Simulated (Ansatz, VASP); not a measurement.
**Two plane-wave programs on TiSi2**

File INCAR:

```
ALGO = Normal
EDIFF = 1E-7
ENCUT = 520
GGA = CA
ISIF = 2
ISMEAR = -1
LASPH = T
LCHARG = F
LREAL = F
LWAVE = F
NBANDS = 17
NELM = 80
PREC = Accurate
SIGMA = 0.05
```

The input KPOINTS:

```
k-points
0
Gamma
  12 12 12
```

File POSCAR:

```
TiSi2
1.0
   -1.4826264035      1.7234689397      4.2399784024
    1.4826264035     -1.7234689397      4.2399784024
    1.4826264035      1.7234689397     -4.2399784024
Ti Si
1 2
Direct
    0.0000000000      0.0000000000      0.0000000000
    0.6700780000      0.6700780000      0.0000000000
    0.3299220000      0.3299220000      0.0000000000
```

The input input.yaml:

```yaml
crystal:
  lattice:
    - [-1.4826264035, 1.7234689397, 4.2399784024]
    - [1.4826264035, -1.7234689397, 4.2399784024]
    - [1.4826264035, 1.7234689397, -4.2399784024]
  atoms:
    - { symbol: Ti, position: [0.0, 0.0, 0.0] }
    - { symbol: Si, position: [0.670078, 0.670078, 0.0] }
    - { symbol: Si, position: [0.329922, 0.329922, 0.0] }
hamiltonian:
  xc: lda
  pseudopotentials: { kind: paw }
kpoints:
  mp_grid: { grid: [12, 12, 12] }
scf:
  occupations: { method: fermi_dirac, width: 0.05 }
output:
  forces: true
  stress: true
  eigenvalues: true
```

Alike in both runs: task single point; functional LDA; k mesh 12 × 12 × 12; occupations fermi-dirac, width 0.05 eV; no spin polarisation.

|  | VASP | Ansatz |
| --- | --- | --- |
| version | VASP 6.6.1 | Ansatz 0.2.0 |
| potentials or method | VASP PAW LDA potentials, release 64 (Ti_sv, Si) | Ansatz PAW |
| plane-wave cutoff (eV) | 520 | 420 |
| valence electrons in the cell | 20 | 20 |

Ansatz gave:

* gap on the k mesh at the Fermi level (eV): none
* pressure (GPa): -9.0
* traceless stress, the component that is largest in VASP (GPa): 0.93
* rms of the force components (eV/Å): 0.061

Problem. Estimate VASP's values.

Solution. gap on the k mesh at the Fermi level (eV): none; pressure (GPa): -8.8; traceless stress, the component that is largest in VASP (GPa): 0.92; rms of the force components (eV/Å): 0.059.

LDA's correlation is that of Perdew and Zunger in VASP and of Perdew and Wang (1992) in Ansatz. Atom by atom the forces differ by 0.002 eV/Å (rms over components). A gap of «none» marks a metal or a gap that the smearing closes.
